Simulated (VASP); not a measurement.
SrTiO3, 10 atoms in the cell. The typed cell holds 10 atoms: a = 3.953 Å, b = 3.942 Å, c = 7.922 Å, α = 89.80°, β = 90.26°, γ = 90.17°. 

* Program: VASP 6.6.1
* Task: single point
* Functional: PBE
* Potentials or basis: VASP PAW PBE potentials, release 64 (Sr_sv, Ti_sv, O)
* Cutoff: 520 eV
* k mesh: 4 × 4 × 2
* Occupations: gaussian, width 0.1 eV
* Spin: no spin polarisation
* Dipole correction: no
* Further INCAR settings: ALGO = Normal; EDIFF = 1e-07; NBANDS = 51

Potentials or basis: VASP PAW PBE potentials, release 64 (Sr_sv, Ti_sv, O).

Run with:

```sh
$ cat potpaw_PBE.64/Sr_sv/POTCAR potpaw_PBE.64/Ti_sv/POTCAR potpaw_PBE.64/O/POTCAR > POTCAR
$ mpirun -np 1 vasp_std > vasp.out
```

Hardware: 1 thread of Intel(R) Xeon(R) 6975P-C (Granite Rapids), on a shared host.

Q: How long does it take, and how much memory?

A: Run time: 89 s on 1 thread of Intel(R) Xeon(R) 6975P-C (Granite Rapids), on a shared host, peak memory 0.28 GiB. Counts: scf iterations 19, k points 20.
